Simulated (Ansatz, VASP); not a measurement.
Si4N: VASP beside Ansatz

```
CELL_PARAMETERS angstrom
3.35323 1.93599 1.78543
-3.35323 1.93599 1.78543
0.00000 -3.87198 1.78543
ATOMIC_POSITIONS crystal
Si 0.71211 0.16375 0.71211
Si 0.71211 0.71211 0.16375
Si 0.16375 0.71211 0.71211
Si 0.32318 0.32318 0.32318
N 0.99135 0.99135 0.99135
```

Alike in both runs: functional PBE; k mesh 12 × 12 × 12; occupations gaussian, width 0.1 eV; no spin polarisation.

Ansatz relaxed the structure, and its values are those at the end. VASP's run is a single point on that final structure, the one shown.

|  | VASP | Ansatz |
| --- | --- | --- |
| version | VASP 6.6.1 | Ansatz 0.2.0 |
| potentials or method | VASP PAW PBE potentials, release 64 (Si, N), cutoff 520 eV | scalar-relativistic, plane waves, PAW |
| valence electrons in the cell | 21 | 21 |

```csv
,VASP,Ansatz,Ansatz less VASP
gap on the k mesh at the Fermi level (eV),none,none,-
pressure (GPa),-0.1,0.0,+0.08
```

A gap of «none» marks a metal or a gap that the smearing closes.
